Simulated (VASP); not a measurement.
# Yb3Rh (Pm-3m) in VASP: single point with PBE

Aim: the single point of Yb3Rh with PBE.

All numbers are computed with VASP 6.6.1; they aren't measurements. Logs are shortened: lines on timing, memory, paths and dates and some standing lists are left out, and cuts for length are marked.

### 1 The cell of the first run

The structure is cubic, space group Pm-3m (No. 221). The conventional cell has a = 4.622 Å, b = 4.622 Å, c = 4.622 Å, α = 90.00°, β = 90.00°, γ = 90.00°. Yb (site symmetry 4/mmm) has 8 Yb at 3.27 Å and 4 Rh at 3.27 Å within 4.3 Å. Within 4.3 Å of Rh (site symmetry m-3m) lie 12 Yb at 3.27 Å.

### 2 Single point, PBE

File INCAR:

```
PREC     = Accurate       # precision mode
ENCUT    = 520            # plane-wave cutoff, eV
EDIFF    = 1E-6           # SCF threshold, eV
ISMEAR   = 0              # smearing method
SIGMA    = 0.1            # smearing width, eV
LREAL    = False          # projectors in reciprocal space
LASPH    = True           # aspherical terms in the spheres
NELM     = 100            # most SCF steps
ALGO     = Fast           # electronic algorithm
ISIF     = 2              # what is computed and relaxed
LWAVE    = False          # write WAVECAR
LCHARG   = False          # write CHGCAR
GGA      = PE             # functional
NBANDS   = 52             # bands
```

File KPOINTS:

```
Automatic mesh
0
Gamma
  10 10 10
```

File POSCAR:

```
Yb3Rh
1.0
    4.6216873071      0.0000000000      0.0000000000
    0.0000000000      4.6216873071      0.0000000000
    0.0000000000      0.0000000000      4.6216873071
Yb Rh
3 1
Direct
    0.0000000000      0.5000000000      0.5000000000
    0.5000000000      0.0000000000      0.5000000000
    0.5000000000      0.5000000000      0.0000000000
    0.0000000000      0.0000000000      0.0000000000
```

Potentials or basis: VASP PAW PBE potentials, release 64 (Yb, Rh_pv).

On the command line:

```sh
cat potpaw_PBE.64/Yb/POTCAR potpaw_PBE.64/Rh_pv/POTCAR > POTCAR
mpirun -np 1 vasp_std > vasp.out
```

OUTCAR:

```text
PREC = Accurate
   ENCUT = 520
   EDIFF = 1E-6
   ISMEAR = 0
   LREAL = False
   LASPH = True
   NELM = 100
   ISIF = 2
   GGA = PE

 ion  position               nearest neighbor table
   1  0.000  0.500  0.500-   2 3.27   3 3.27   4 3.27   3 3.27   4 3.27   2 3.27   4 3.27   4 3.27
                             2 3.27   3 3.27   3 3.27   2 3.27
   2  0.500  0.000  0.500-   1 3.27   3 3.27   4 3.27   3 3.27   4 3.27   1 3.27   3 3.27   3 3.27
                             1 3.27   4 3.27   4 3.27   1 3.27
   3  0.500  0.500  0.000-   1 3.27   2 3.27   4 3.27   1 3.27   2 3.27   2 3.27   4 3.27   2 3.27
                             1 3.27   4 3.27   1 3.27   4 3.27
   4  0.000  0.000  0.000-   1 3.27   2 3.27   3 3.27   1 3.27   2 3.27   1 3.27   3 3.27   1 3.27
                             2 3.27   3 3.27   2 3.27   3 3.27

  LATTYP: Found a simple cubic cell.
 ALAT       =     4.6216873071

  Lattice vectors:

 A1 = (   4.6216873071,   0.0000000000,   0.0000000000)
 A2 = (   0.0000000000,   4.6216873071,   0.0000000000)
 A3 = (   0.0000000000,   0.0000000000,   4.6216873071)

Analysis of symmetry for initial positions (statically):
=====================================================================
 Subroutine PRICEL returns:
 Original cell was already a primitive cell.

 Routine SETGRP: Setting up the symmetry group for a
 simple cubic supercell.

 Subroutine GETGRP returns: Found 48 space group operations
 (whereof 48 operations were pure point group operations)
 out of a pool of 48 trial point group operations.

The static configuration has the point symmetry O_h .

Analysis of symmetry for dynamics (positions and initial velocities):
=====================================================================
 Subroutine PRICEL returns:
 Original cell was already a primitive cell.

 Routine SETGRP: Setting up the symmetry group for a
 simple cubic supercell.

 Subroutine GETGRP returns: Found 48 space group operations
 (whereof 48 operations were pure point group operations)
 out of a pool of 48 trial point group operations.

The dynamic configuration has the point symmetry O_h .

 Subroutine INISYM returns: Found 48 space group operations
 (whereof 48 operations are pure point group operations),
 and found     1 'primitive' translations

----------------------------------------------------------------------------------------

                                     Primitive cell

  volume of cell :      98.7192

  direct lattice vectors                    reciprocal lattice vectors
     4.621687307  0.000000000  0.000000000     0.216371194  0.000000000  0.000000000
     0.000000000  4.621687307  0.000000000     0.000000000  0.216371194  0.000000000
     0.000000000  0.000000000  4.621687307     0.000000000  0.000000000  0.216371194

  length of vectors
     4.621687307  4.621687307  4.621687307     0.216371194  0.216371194  0.216371194

  position of ions in fractional coordinates (direct lattice)
     0.000000000  0.500000000  0.500000000
     0.500000000  0.000000000  0.500000000
     0.500000000  0.500000000  0.000000000
     0.000000000  0.000000000  0.000000000

  ion indices of the primitive-cell ions
   primitive index   ion index
                 1           1
                 2           2
                 3           3
                 4           4

----------------------------------------------------------------------------------------

 KPOINTS: Automatic mesh

Automatic generation of k-mesh.
 Grid dimensions read from file:
 generate k-points for:   10   10   10

 Generating k-lattice:

  Cartesian coordinates                     Fractional coordinates (reciprocal lattice)
     0.021637119  0.000000000  0.000000000     0.100000000  0.000000000  0.000000000
     0.000000000  0.021637119  0.000000000     0.000000000  0.100000000  0.000000000
     0.000000000  0.000000000  0.021637119     0.000000000  0.000000000  0.100000000

  Length of vectors
     0.021637119  0.021637119  0.021637119

  Shift w.r.t. Gamma in fractional coordinates (k-lattice)
     0.000000000  0.000000000  0.000000000

 Subroutine IBZKPT returns following result:
 ===========================================

 Found     56 irreducible k-points:

 Following reciprocal coordinates:
            Coordinates               Weight
  0.000000  0.000000  0.000000      1.000000
  0.100000  0.000000  0.000000      6.000000
  0.200000  0.000000  0.000000      6.000000
  0.300000  0.000000  0.000000      6.000000
  0.400000  0.000000  0.000000      6.000000
  0.500000  0.000000  0.000000      3.000000
[... 16 lines left out ...]
  0.200000  0.100000  0.100000     24.000000
  0.300000  0.100000  0.100000     24.000000
 [... further k-points ...]
   k-points           NKPTS =     56   k-points in BZ     NKDIM =     56   number of bands    NBANDS=     52
   number of dos      NEDOS =    301   number of ions     NIONS =      4
   total plane-waves  NPLWV =  46656
   dimension x,y,z NGX =    36 NGY =   36 NGZ =   36
   dimension x,y,z NGXF=    72 NGYF=   72 NGZF=   72
   ions per type =               3   1
   NGX,Y,Z   is equivalent  to a cutoff of  12.95, 12.95, 12.95 a.u.
   NGXF,Y,Z  is equivalent  to a cutoff of  25.90, 25.90, 25.90 a.u.
 SYSTEM =  unknown system
   PREC   = accura    normal or accurate (medium, high low for compatibility)
   ISTART =      0    job   : 0-new  1-cont  2-samecut
   ICHARG =      2    charge: 1-file 2-atom 10-const
   ISPIN  =      1    spin polarized calculation?
   LNONCOLLINEAR =      F non collinear calculations
   LSORBIT =      F    spin-orbit coupling
   LASPH  =      T    aspherical Exc in radial PAW
   ENCUT  =  520.0 eV  38.22 Ry    6.18 a.u.   8.59  8.59  8.59*2*pi/ulx,y,z
   NELM   =    100;   NELMIN=  2; NELMDL= -5     # of ELM steps
   EDIFF  = 0.1E-05   stopping-criterion for ELM
   LREAL  =      F    real-space projection
   EDIFFG = 0.1E-04   stopping-criterion for IOM
   NSW    =      0    number of steps for IOM
   IBRION =     -1    ionic relax: 0-MD 1-quasi-New 2-CG
   NFREE  =      0    steps in history (QN), initial steepest desc. (CG)
   ISIF   =      2    stress and relaxation
   ISYM   =      2    0-nonsym 1-usesym 2-fastsym
   POTIM  = 0.5000    time-step for ionic-motion
   TEBEG  =    0.0;   TEEND  =   0.0 temperature during run
   PSTRESS=    0.0 pullay stress
   NELECT =      87.0000    total number of electrons
   NUPDOWN=      -1.0000    fix difference up-down
   EMIN   =  10.00;   EMAX   =-10.00  energy-range for DOS
   EFERMI =   0.00;   METHOD = LEGACY
   ISMEAR =     0;   SIGMA  =   0.10  broadening in eV -4-tet -1-fermi 0-gaus
   EFERMI_NEDOS =   21; number of points for ismear=-14 and -15
   IALGO  =     68    algorithm
   IMIX   =      4    mixing-type and parameters
     AMIX     =   0.40;   BMIX     =  1.00
     AMIX_MAG =   1.60;   BMIX_MAG =  1.00
  volume/ion in A,a.u.               =      24.68       166.55
  Fermi-wavevector in a.u.,A,eV,Ry     =   1.569570  2.966057 33.518633  2.463550
  Thomas-Fermi vector in A             =   2.671433
   LORBIT       =      0    0 simple, 1 ext, 2 COOP (PROOUT), +10 PAW based schemes
   GGA     = PE    functional components
   LHFCALC =     F    Hartree Fock is set to
   AEXX    =    0.0000 exact exchange contribution
   IVDW    =     0    specifies the selected vdW correction
   LEPSILON=     F    determine dielectric tensor
   LRPA    =     F    only Hartree local field effects (RPA)
 non-spin polarized calculation
 RMM-DIIS sequential band-by-band and
 Gauss-broadening in eV      SIGMA  =   0.10
  energy-cutoff  :      520.00
  volume of cell :       98.72
 maximum number of plane-waves:      2680
 NGX is ok and might be reduce to    36
   NGX = 17   NGY = 17   NGZ = 17

 number of electron      86.9999979 magnetization

 Free energy of the ion-electron system (eV)
  ---------------------------------------------------
  ext. energy  EPLUGINS =         0.00000000
  ---------------------------------------------------
  free energy    TOTEN  =       -18.52756801 eV

  energy without entropy =      -18.50355626  energy(sigma->0) =      -18.51556214

 E-fermi :   3.3988     XC(G=0): -11.0590

 val. band max:        3.3937545349   @ k =   0.5000   0.4000   0.4000
 cond. band min:       3.4184064610   @ k =   0.4000   0.3000   0.3000
 fundamental gap:      0.0246519261
 Fermi energy:         3.3987992829

 k-point     1 :       0.0000    0.0000    0.0000
  band No.  band energies     occupation
      1     -48.1321      2.00000
      2     -48.0438      2.00000
      3     -48.0438      2.00000
      4     -42.0722      2.00000
      5     -42.0722      2.00000
      6     -42.0722      2.00000
[... 44 lines left out ...]
     51       6.5993      0.00000
     52       9.3319      0.00000

 k-point     2 :       0.1000    0.0000    0.0000
  band No.  band energies     occupation
      1     -48.1301      2.00000
      2     -48.0457      2.00000
      3     -48.0438      2.00000
      4     -42.0722      2.00000
      5     -42.0722      2.00000
      6     -42.0722      2.00000
[... 44 lines left out ...]
     51       6.6490      0.00000
     52       9.3787      0.00000

 k-point     3 :       0.2000    0.0000    0.0000
  band No.  band energies     occupation
      1     -48.1247      2.00000
      2     -48.0512      2.00000
      3     -48.0437      2.00000
      4     -42.0722      2.00000
      5     -42.0721      2.00000
      6     -42.0721      2.00000
[... 44 lines left out ...]
     51       9.1126      0.00000
     52      12.2902      0.00000
[... 1046 lines left out ...]
 k-point    23 :       0.2000    0.1000    0.1000
  band No.  band energies     occupation
      1     -48.1212      2.00000
      2     -48.0518      2.00000
      3     -48.0465      2.00000
      4     -42.0722      2.00000
      5     -42.0722      2.00000
      6     -42.0721      2.00000
[... 44 lines left out ...]
     51       9.1668      0.00000
     52      17.7649      0.00000

 k-point    24 :       0.3000    0.1000    0.1000
  band No.  band energies     occupation
      1     -48.1134      2.00000
      2     -48.0597      2.00000
      3     -48.0464      2.00000
      4     -42.0722      2.00000
      5     -42.0722      2.00000
      6     -42.0721      2.00000
[... 44 lines left out ...]
     51       9.7486      0.00000
     52      10.4245      0.00000

 [... further k-points ...]

------------------------ aborting loop because EDIFF is reached ----------------------------------------

  FORCE on cell =-STRESS in cart. coord.  units (eV):
  Direction    XX          YY          ZZ          XY          YZ          ZX
  --------------------------------------------------------------------------------------
  -------------------------------------------------------------------------------------
  Total        0.7084574      0.7084574      0.7084574     -0.0000000     -0.0000000      0.0000000
  in kB       11.4980098     11.4980098     11.4980098     -0.0000000     -0.0000000      0.0000000
  external PRESSURE =      11.4980098 kB  Pullay stress =       0.0000000 kB

 VOLUME and BASIS-vectors are now :
 -----------------------------------------------------------------------------
  energy-cutoff  :      520.00
  volume of cell :       98.72
      direct lattice vectors                 reciprocal lattice vectors
     4.621687307  0.000000000  0.000000000     0.216371194  0.000000000  0.000000000
     0.000000000  4.621687307  0.000000000     0.000000000  0.216371194  0.000000000
     0.000000000  0.000000000  4.621687307     0.000000000  0.000000000  0.216371194

 POSITION                                       TOTAL-FORCE (eV/Angst)
 -----------------------------------------------------------------------------------
      0.00000      2.31084      2.31084         0.000000      0.000000      0.000000
      2.31084      0.00000      2.31084         0.000000      0.000000      0.000000
      2.31084      2.31084      0.00000         0.000000      0.000000      0.000000
      0.00000      0.00000      0.00000         0.000000      0.000000      0.000000
 -----------------------------------------------------------------------------------
    total drift:                                0.000000      0.000000      0.000000

  FREE ENERGIE OF THE ION-ELECTRON SYSTEM (eV)
  ---------------------------------------------------
  free  energy   TOTEN  =       -18.5275680099 eV

  energy  without entropy=      -18.5035562643  energy(sigma->0) =      -18.51556214
```

Run time: 29 min. Hardware: 1 thread of Intel Xeon Platinum 8259CL at 2.50GHz (Skylake/Cascade Lake), shared host; peak memory 0.4 GiB.

What came out:

```
Free energy            : -18.5276 eV
Pressure               : 1.1 GPa
Band gap on the k mesh : zero (an odd number of electrons rules out a gap without spin polarisation)
```

Levels at points of the mesh, in eV from the Fermi level:
```csv
k point,band 40,band 41,band 42,band 43,band 44,band 45,band 46,band 47,band 48,band 49
"(0.00, 0.00, 0.00)",-0.28,-0.23,-0.23,-0.23,1.40,2.40,2.40,2.52,2.59,3.20
"(0.50, 0.00, 0.00)",-0.26,-0.23,-0.22,-0.22,-0.17,2.94,3.04,3.21,3.43,3.58
"(0.50, 0.50, 0.00)",-0.29,-0.25,-0.25,-0.24,-0.18,0.03,2.50,2.74,3.40,3.48
"(0.50, 0.50, 0.50)",-0.25,-0.25,-0.23,0.33,0.33,0.33,2.24,3.07,3.17,3.18
```

Caveat: spin-orbit coupling is left out, which moves the levels of the heavy elements. Spin polarisation is off, so any magnetic state and its effect on volume and gap are missing.
